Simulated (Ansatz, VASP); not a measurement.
BN: VASP beside Ansatz

The input INCAR:

```
SYSTEM = BN
PREC     = Accurate       ! precision mode
ENCUT    = 600            ! plane-wave cutoff, eV
EDIFF    = 1E-6           ! SCF threshold, eV
ISMEAR   = 0              ! smearing method
SIGMA    = 0.01           ! smearing width, eV
LREAL    = .False.        ! projectors in reciprocal space
LASPH    = .True.         ! aspherical terms in the spheres
NELM     = 120            ! most SCF steps
ALGO     = Normal         ! electronic algorithm
ISIF     = 2              ! what is computed and relaxed
LWAVE    = .False.        ! write WAVECAR
LCHARG   = .True.         ! write CHGCAR
GGA      = PE             ! functional
LELF     = .True.         ! ELF
LVHAR    = .True.       
NBANDS   = 11             ! bands
GGA_COMPAT= .False.
```

KPOINTS

```
regular mesh
0
Gamma
  10 10 10
  0 0 0
```

File POSCAR:

```
BN
1.0
    0.0000000000      1.7426292627      1.7426292627
    1.7426292627      0.0000000000      1.7426292627
    1.7426292627      1.7426292627      0.0000000000
B N
1 1
Direct
    0.0000000000      0.0000000000      0.0000000000
    0.2500000000      0.2500000000      0.2500000000
```

Input for Ansatz:

```yaml
crystal:
  lattice:
    - [0.0, 1.7426292627, 1.7426292627]
    - [1.7426292627, 0.0, 1.7426292627]
    - [1.7426292627, 1.7426292627, 0.0]
  atoms:
    - { symbol: B, position: [0.0, 0.0, 0.0] }
    - { symbol: "N", position: [0.25, 0.25, 0.25] }
scf:
  occupations: { method: fixed }
output:
  forces: true
  stress: true
  eigenvalues: true
hamiltonian:
  xc: pbe
  pseudopotentials: { kind: nc }
kpoints:
  mp_grid: { grid: [10, 10, 10] }
```

Alike in both runs: task single point; functional PBE; k mesh 10 × 10 × 10; no spin polarisation.

```csv
,VASP,Ansatz
version,VASP 6.6.1,Ansatz 0.2.0
potentials or method,"VASP PAW PBE potentials, release 64 (B, N)","scalar-relativistic, plane waves, norm-conserving pseudopotentials"
plane-wave cutoff (eV),600,1240
occupations,"gaussian, width 0.01 eV",fixed
valence electrons in the cell,8,8
```

Ansatz gave:

- gap on the k mesh at the Fermi level (eV): 4.58
- least direct gap on the mesh (eV): 9.35

What did VASP give for the same quantities?

gap on the k mesh at the Fermi level (eV): 4.57; least direct gap on the mesh (eV): 9.34.
